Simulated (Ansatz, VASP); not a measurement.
## One calculation of HfO2, two programs

File INCAR:

```
ALGO     = Normal         # electronic algorithm
EDIFF    = 1E-7           # SCF threshold, eV
ENCUT    = 520            # plane-wave cutoff, eV
GGA      = PE             # functional
ISIF     = 2              # what is computed and relaxed
ISMEAR   = 0              # smearing method
LASPH    = True           # aspherical terms in the spheres
LCHARG   = True           # write CHGCAR
LELF     = True           # ELF
LREAL    = False          # projectors in reciprocal space
LVHAR    = True         
LWAVE    = False          # write WAVECAR
NBANDS   = 18             # bands
NELM     = 60             # most SCF steps
PREC     = Accurate       # precision mode
SIGMA    = 0.05           # smearing width, eV
```

File KPOINTS:

```
k-points
0
Gamma
  8 8 8
```

File POSCAR:

```
HfO2
1.0
   -0.1973150410      2.4080772260      2.4080772260
    2.4080772260     -0.1973150410      2.4080772260
    2.4080772260      2.4080772260     -0.1973150410
Hf O
1 2
Direct
    0.0000000000      0.0000000000      0.0000000000
    0.2500000000      0.2500000000      0.2500000000
    0.7500000000      0.7500000000      0.7500000000
```

Input for Ansatz:

```yaml
crystal:
  lattice:
    - [-0.197315041, 2.408077226, 2.408077226]
    - [2.408077226, -0.197315041, 2.408077226]
    - [2.408077226, 2.408077226, -0.197315041]
  atoms:
    - { symbol: Hf, position: [0.0, 0.0, 0.0] }
    - { symbol: O, position: [0.25, 0.25, 0.25] }
    - { symbol: O, position: [0.75, 0.75, 0.75] }
basis:
  ecutwfc: 520.0
kpoints:
  mp_grid: { grid: [8, 8, 8] }
hamiltonian:
  xc: pbe
  pseudopotentials: { kind: paw, azcp: { folder: soft_1 } }
scf:
  occupations: { method: gaussian, width: 0.05 }
output:
  forces: true
  stress: true
  eigenvalues: true
```

Alike in both runs: task single point; functional PBE; k mesh 8 × 8 × 8; occupations gaussian, width 0.05 eV; no spin polarisation.

|  | VASP | Ansatz |
| --- | --- | --- |
| version | VASP 6.6.1 | Ansatz 0.2.0 |
| potentials or method | VASP PAW PBE potentials, release 64 (Hf_pv, O), cutoff 520 eV | scalar-relativistic, plane waves, PAW |
| valence electrons in the cell | 22 | 38 |

Ansatz gave:

| Item | Value |
| --- | --- |
| gap on the k mesh at the Fermi level (eV) | 4.03 |
| least direct gap on the mesh (eV) | 4.03 |
| pressure (GPa) | 20.9 |
| traceless stress, the component that is largest in VASP (GPa) | 13.94 |
| rms of the force components (eV/Å) | 0.970 |

Q: Estimate VASP's values.

A: gap on the k mesh at the Fermi level (eV): 4.06; least direct gap on the mesh (eV): 4.06; pressure (GPa): 16.9; traceless stress, the component that is largest in VASP (GPa): 13.63; rms of the force components (eV/Å): 0.933.

Atom by atom the forces differ by 0.037 eV/Å (rms over components). VASP's potentials hold 22 valence electrons a cell and Ansatz's 38, so a difference there can come from the potentials and not from the codes.

Neither program's run includes spin-orbit coupling.
